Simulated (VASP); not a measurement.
# Ta3Cu (I4/mmm) in VASP: settings compared, part 2 of 2

VASP 6.6.1. Earlier steps stand in the parts before.

### 6 Single point, LDA

This run uses another cell than the first one, of 16.26 Å³/atom.

File INCAR:

```
SYSTEM = Ta3Cu
PREC = Accurate ; ENCUT = 820
EDIFF = 1E-6 ; ISMEAR = -1
SIGMA = 0.05 ; LREAL = .FALSE.
LASPH = .TRUE. ; NELM = 120
ALGO = Normal ; ISIF = 2
LWAVE = .FALSE. ; LCHARG = .FALSE.
NBANDS = 37 ; GGA_COMPAT = .FALSE.
```

File KPOINTS:

```
regular mesh
0
G
  9 9 9
  0 0 0
```

File POSCAR:

```
Ta3Cu
1.0
   -1.9793887163      1.9793887163      4.1512958659
    1.9793887163     -1.9793887163      4.1512958659
    1.9793887163      1.9793887163     -4.1512958659
Ta Cu
3 1
Direct
    0.5000000000      0.5000000000      0.0000000000
    0.2500000000      0.7500000000      0.5000000000
    0.7500000000      0.2500000000      0.5000000000
    0.0000000000      0.0000000000      0.0000000000
```

Potentials or basis: VASP PAW LDA potentials, release 64 (Ta_sv_GW, Cu_sv_GW).

Run with:

```bash
> cat potpaw_LDA.64/Ta_sv_GW/POTCAR potpaw_LDA.64/Cu_sv_GW/POTCAR > POTCAR
> mpirun -np 1 vasp_std > vasp.out
```

OUTCAR:

```text
SYSTEM = Ta3Cu
   PREC = Accurate
   ENCUT = 820
   EDIFF = 1E-6
   ISMEAR = -1
   LREAL = .FALSE.
   LASPH = .TRUE.
   NELM = 120
   ISIF = 2

 ion  position               nearest neighbor table
   1  0.500  0.500  0.000-   4 2.80   4 2.80   4 2.80   4 2.80   3 2.87   2 2.87   3 2.87   3 2.87
                             2 2.87   2 2.87   3 2.87   2 2.87
   2  0.250  0.750  0.500-   3 2.80   3 2.80   3 2.80   3 2.80   4 2.87   1 2.87   4 2.87   1 2.87
                             4 2.87   4 2.87   1 2.87   1 2.87
   3  0.750  0.250  0.500-   2 2.80   2 2.80   2 2.80   2 2.80   4 2.87   1 2.87   4 2.87   4 2.87
                             1 2.87   1 2.87   4 2.87   1 2.87
   4  0.000  0.000  0.000-   1 2.80   1 2.80   1 2.80   1 2.80   3 2.87   2 2.87   3 2.87   2 2.87
                             3 2.87   3 2.87   2 2.87   2 2.87

  LATTYP: Found a body centered tetragonal cell.
 ALAT       =     3.9587774326
 C/A-ratio  =     2.0972615594

  Lattice vectors:

 A1 = (  -1.9793887163,   1.9793887163,   4.1512958659)
 A2 = (   1.9793887163,  -1.9793887163,   4.1512958659)
 A3 = (   1.9793887163,   1.9793887163,  -4.1512958659)

Analysis of symmetry for initial positions (statically):
=====================================================================
 Subroutine PRICEL returns:
 Original cell was already a primitive cell.

 Routine SETGRP: Setting up the symmetry group for a
 body centered tetragonal supercell.

 Subroutine GETGRP returns: Found 16 space group operations
 (whereof 16 operations were pure point group operations)
 out of a pool of 16 trial point group operations.

The static configuration has the point symmetry D_4h.

Analysis of symmetry for dynamics (positions and initial velocities):
=====================================================================
 Subroutine PRICEL returns:
 Original cell was already a primitive cell.

 Routine SETGRP: Setting up the symmetry group for a
 body centered tetragonal supercell.

 Subroutine GETGRP returns: Found 16 space group operations
 (whereof 16 operations were pure point group operations)
 out of a pool of 16 trial point group operations.

The dynamic configuration has the point symmetry D_4h.

 Subroutine INISYM returns: Found 16 space group operations
 (whereof 16 operations are pure point group operations),
 and found     1 'primitive' translations

----------------------------------------------------------------------------------------

                                     Primitive cell

  volume of cell :      65.0588

  direct lattice vectors                    reciprocal lattice vectors
    -1.979388716  1.979388716  4.151295866     0.000000000  0.252603239  0.120444318
     1.979388716 -1.979388716  4.151295866     0.252603239  0.000000000  0.120444318
     1.979388716  1.979388716 -4.151295866     0.252603239  0.252603239  0.000000000

  length of vectors
     5.006916890  5.006916890  5.006916890     0.279848584  0.279848584  0.357234926

  position of ions in fractional coordinates (direct lattice)
     0.500000000  0.500000000  0.000000000
     0.250000000  0.750000000  0.500000000
     0.750000000  0.250000000  0.500000000
     0.000000000  0.000000000  0.000000000

  ion indices of the primitive-cell ions
   primitive index   ion index
                 1           1
                 2           2
[... 26 lines left out ...]

 Found     75 irreducible k-points:

 Following reciprocal coordinates:
            Coordinates               Weight
  0.000000  0.000000  0.000000      1.000000
  0.111111 -0.000000  0.000000      8.000000
  0.222222 -0.000000  0.000000      8.000000
  0.333333  0.000000  0.000000      8.000000
  0.444444 -0.000000  0.000000      8.000000
  0.111111  0.111111  0.000000      8.000000
[... 16 lines left out ...]
 -0.333333  0.333333  0.000000      4.000000
  0.444444  0.444444  0.000000      8.000000
 [... further k-points ...]
   k-points           NKPTS =     75   k-points in BZ     NKDIM =     75   number of bands    NBANDS=     37
   number of dos      NEDOS =    301   number of ions     NIONS =      4
   total plane-waves  NPLWV = 110592
   dimension x,y,z NGX =    48 NGY =   48 NGZ =   48
   dimension x,y,z NGXF=    96 NGYF=   96 NGZF=   96
   ions per type =               3   1
   NGX,Y,Z   is equivalent  to a cutoff of  15.94, 15.94, 15.94 a.u.
   NGXF,Y,Z  is equivalent  to a cutoff of  31.88, 31.88, 31.88 a.u.
 SYSTEM =  Ta3Cu
   PREC   = accura    normal or accurate (medium, high low for compatibility)
   ISTART =      0    job   : 0-new  1-cont  2-samecut
   ICHARG =      2    charge: 1-file 2-atom 10-const
   ISPIN  =      1    spin polarized calculation?
   LNONCOLLINEAR =      F non collinear calculations
   LSORBIT =      F    spin-orbit coupling
   LASPH  =      T    aspherical Exc in radial PAW
   ENCUT  =  820.0 eV  60.27 Ry    7.76 a.u.  11.69 11.69 11.69*2*pi/ulx,y,z
   NELM   =    120;   NELMIN=  2; NELMDL= -5     # of ELM steps
   EDIFF  = 0.1E-05   stopping-criterion for ELM
   LREAL  =      F    real-space projection
   EDIFFG = 0.1E-04   stopping-criterion for IOM
   NSW    =      0    number of steps for IOM
   IBRION =     -1    ionic relax: 0-MD 1-quasi-New 2-CG
   NFREE  =      0    steps in history (QN), initial steepest desc. (CG)
   ISIF   =      2    stress and relaxation
   ISYM   =      2    0-nonsym 1-usesym 2-fastsym
   POTIM  = 0.5000    time-step for ionic-motion
   TEBEG  =    0.0;   TEEND  =   0.0 temperature during run
   PSTRESS=    0.0 pullay stress
   NELECT =      58.0000    total number of electrons
   NUPDOWN=      -1.0000    fix difference up-down
   EMIN   =  10.00;   EMAX   =-10.00  energy-range for DOS
   EFERMI =   0.00;   METHOD = LEGACY
   ISMEAR =    -1;   SIGMA  =   0.05  broadening in eV -4-tet -1-fermi 0-gaus
   EFERMI_NEDOS =   21; number of points for ismear=-14 and -15
   IALGO  =     38    algorithm
   IMIX   =      4    mixing-type and parameters
     AMIX     =   0.40;   BMIX     =  1.00
     AMIX_MAG =   1.60;   BMIX_MAG =  1.00
  volume/ion in A,a.u.               =      16.26       109.76
  Fermi-wavevector in a.u.,A,eV,Ry     =   1.575611  2.977472 33.777124  2.482549
  Thomas-Fermi vector in A             =   2.676568
   LORBIT       =      0    0 simple, 1 ext, 2 COOP (PROOUT), +10 PAW based schemes
   GGA     = CA    functional components
   LHFCALC =     F    Hartree Fock is set to
   AEXX    =    0.0000 exact exchange contribution
   IVDW    =     0    specifies the selected vdW correction
   LEPSILON=     F    determine dielectric tensor
   LRPA    =     F    only Hartree local field effects (RPA)
 non-spin polarized calculation
  energy-cutoff  :      820.00
  volume of cell :       65.06
 maximum number of plane-waves:      3507
   NGX = 23   NGY = 23   NGZ = 23

 number of electron      57.9999999 magnetization

 Free energy of the ion-electron system (eV)
  ---------------------------------------------------
  ext. energy  EPLUGINS =         0.00000000
  ---------------------------------------------------
  free energy    TOTEN  =       -50.12255977 eV

  energy without entropy =      -50.08722007  energy(sigma->0) =      -50.10488992

 E-fermi :  10.2260     XC(G=0): -13.4287

 val. band max:       10.2215356914   @ k =   0.2222   0.2222   0.2222
 cond. band min:      10.2334921102   @ k =  -0.2222   0.4444   0.2222
 fundamental gap:      0.0119564188
 Fermi energy:        10.2259980061

 k-point     1 :       0.0000    0.0000    0.0000
  band No.  band energies     occupation
      1    -101.8189      2.00000
      2     -59.7747      2.00000
      3     -59.7747      2.00000
      4     -59.7312      2.00000
      5     -57.0523      2.00000
      6     -56.9036      2.00000
[... 949 lines left out ...]
     36      14.3288      0.00000
     37      14.4450      0.00000

 [... further k-points ...]

------------------------ aborting loop because EDIFF is reached ----------------------------------------

  FORCE on cell =-STRESS in cart. coord.  units (eV):
  Direction    XX          YY          ZZ          XY          YZ          ZX
  --------------------------------------------------------------------------------------
  -------------------------------------------------------------------------------------
  Total       -1.4147228     -1.4147228     -1.7945187      0.0000000     -0.0000000      0.0000000
  in kB      -34.8398338    -34.8398338    -44.1929203      0.0000000     -0.0000000      0.0000000
  external PRESSURE =     -37.9575293 kB  Pullay stress =       0.0000000 kB

 VOLUME and BASIS-vectors are now :
 -----------------------------------------------------------------------------
  energy-cutoff  :      820.00
  volume of cell :       65.06
      direct lattice vectors                 reciprocal lattice vectors
    -1.979388716  1.979388716  4.151295866     0.000000000  0.252603239  0.120444318
     1.979388716 -1.979388716  4.151295866     0.252603239  0.000000000  0.120444318
     1.979388716  1.979388716 -4.151295866     0.252603239  0.252603239  0.000000000

 POSITION                                       TOTAL-FORCE (eV/Angst)
 -----------------------------------------------------------------------------------
      0.00000      0.00000      4.15130        -0.000000      0.000000     -0.000000
      1.97939      0.00000      2.07565         0.000000     -0.000000      0.000000
      0.00000      1.97939      2.07565        -0.000000      0.000000     -0.000000
      0.00000      0.00000      0.00000        -0.000000      0.000000     -0.000000
 -----------------------------------------------------------------------------------
    total drift:                                0.000000     -0.000000      0.000000

  FREE ENERGIE OF THE ION-ELECTRON SYSTEM (eV)
  ---------------------------------------------------
  free  energy   TOTEN  =       -50.1225597672 eV

  energy  without entropy=      -50.0872200690  energy(sigma->0) =      -50.10488992
```

OSZICAR:

```text
N       E                     dE             d eps       ncg     rms          rms(c)
DAV:   1     0.936527336962E+03    0.93653E+03   -0.45737E+04  8892   0.400E+03
DAV:   2     0.292210470127E+02   -0.90731E+03   -0.88595E+03  9092   0.112E+03
[... 20 lines left out ...]
DAV:  23    -0.501225600069E+02    0.79272E-05   -0.11172E-04  6841   0.254E-01    0.423E-01
DAV:  24    -0.502257931889E+02   -0.10323E+00   -0.99264E-01  6796   0.160E-01    0.106E+00
DAV:  25    -0.501225637527E+02    0.10323E+00   -0.82956E+00  4171   0.383E-01    0.138E-01
DAV:  26    -0.501225615349E+02    0.22178E-05   -0.16044E-06  3702   0.703E-02    0.552E-02
DAV:  27    -0.501225595673E+02    0.19676E-05   -0.69190E-06  5120   0.117E-01    0.441E-02
DAV:  28    -0.501225597672E+02   -0.19983E-06   -0.49733E-07  3316   0.442E-02
   1 F= -.50122560E+02 E0= -.50104890E+02  d E =-.353397E-01
```

Run time: 16 min. Hardware: 1 thread of Intel Xeon Platinum 8375C at 2.90GHz (Ice Lake), shared host; peak memory 0.54 GiB.

What came out:

- Free energy: -50.1226 eV
- Pressure: -3.8 GPa
- Band gap on the k mesh: zero (bands 29 and 30 overlap by 1.44 eV)

Caveat: the cell stands under tension; spin-orbit coupling is left out, which moves the levels of the heavy elements.

### 7 Overview

```tsv
task	level	potentials or basis	cell	cutoff (eV)	gap on the mesh (eV)	pressure (GPa)
single point	PBEsol	VASP PAW PBE potentials, release 64 (Ta_pv, Cu)	a = 4.915 Å, angles 133.0, 133.0, 68.7°, 4 atoms	520	none	10.5
single point	PBEsol	VASP PAW PBE potentials, release 64 (Ta_pv, Cu)	a = 4.958 Å, angles 133.1, 133.1, 68.5°, 4 atoms	520	none	5.4
single point	PBEsol	VASP PAW PBE potentials, release 64 (Ta_pv, Cu)	a = 5.006 Å, angles 133.2, 133.2, 68.3°, 4 atoms	520	none	0.4
relaxation of cell and atoms	PBEsol	VASP PAW PBE potentials, release 64 (Ta_pv, Cu)	relaxed from a = 5.076 Å, angles 133.4, 133.4, 68.0°, 4 atoms	600	none	0.0
single point	LDA	VASP PAW LDA potentials, release 64 (Ta_sv_GW, Cu_sv_GW)	a = 5.007 Å, angles 133.4, 133.4, 68.0°, 4 atoms	820	none	-3.8
```

Alike in all rows: no spin polarisation; k mesh 9 × 9 × 9; smearing fermi-dirac 0.05 eV.

Caveats: spin-orbit coupling is left out, which moves the levels of the heavy elements; the PAW data sets were made with another functional, which shifts forces and pressure a little (at least some runs); the cell stands under pressure (at least some runs); the cell stands under tension (at least some runs).

Absolute energies hang on the potentials; compare differences alone.

The gap in the log of VASP goes by the Fermi energy; the results here count the filled bands.